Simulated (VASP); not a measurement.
Write the native input for VASP 6.6.1 that does the following.

```
Task                   : single point
Functional             : r2SCAN
Potentials or basis    : VASP PAW PBE potentials, release 64 (Ti_sv)
Cutoff                 : 520 eV
k mesh                 : 20 × 20 × 20
Occupations            : gaussian, width 0.15 eV
Spin                   : no spin polarisation
Dipole correction      : no
Further INCAR settings : ALGO = Normal; EDIFF = 1e-07; NBANDS = 12
```

Ti:

```xyz
1
Lattice="0.0000 2.1518 2.0300 1.9082 0.0000 2.0300 1.9082 2.1518 0.0000" Properties=species:S:1:pos:R:3 pbc="T T T"
Ti    0.0000    0.0000    0.0000
```

This cell differs from its parent crystal: strain -0.0600 x Voigt [1, -1, 0, 0, 0, 0].

The input as run:

POSCAR

```
Ti
1.0
    0.0000000000      2.1518000000      2.0300000000
    1.9082000000      0.0000000000      2.0300000000
    1.9082000000      2.1518000000      0.0000000000
Ti
1
Direct
    0.0000000000      0.0000000000      0.0000000000
```

INCAR.step1

```
SYSTEM = Ti
PREC = Accurate
ENCUT = 520
ISMEAR = 0
SIGMA = 0.15
LREAL = .False.
LASPH = .True.
NELM = 60
NBANDS = 12
GGA = PE
ALGO = Normal
EDIFF = 1E-4
LWAVE = .True.
LCHARG = .False.
```

INCAR.step2

```
SYSTEM = Ti
PREC = Accurate
ENCUT = 520
EDIFF = 1E-7
ISMEAR = 0
SIGMA = 0.15
LREAL = .False.
LASPH = .True.
NELM = 60
ALGO = Normal
ISIF = 2
LWAVE = .False.
LCHARG = .False.
METAGGA = R2SCAN
LMIXTAU = .True.
NBANDS = 12
ISTART = 1
```

KPOINTS

```
Automatic mesh
0
Gamma
  20 20 20
  0 0 0
```

Potentials or basis: VASP PAW PBE potentials, release 64 (Ti_sv).

Run with:

```sh
$ cat potpaw_PBE.64/Ti_sv/POTCAR > POTCAR
$ cp INCAR.step1 INCAR
$ mpirun -np 1 vasp_std > vasp.out
$ cp INCAR.step2 INCAR
$ mpirun -np 1 vasp_std > vasp.out
```

Results of the run:

```
Pressure               : 5.1 GPa
Band gap on the k mesh : zero (bands 6 and 7 overlap by 1.51 eV)
```

Caveat: the cell differs from its parent crystal (strain -0.0600 x Voigt [1, -1, 0, 0, 0, 0]); the cell stands under pressure; the PAW data sets were made with another functional, which shifts forces and pressure a little.

Run time: 5.7 min on 1 thread of Intel(R) Xeon(R) 6975P-C (Granite Rapids) (shared host), peak memory 0.33 GiB.
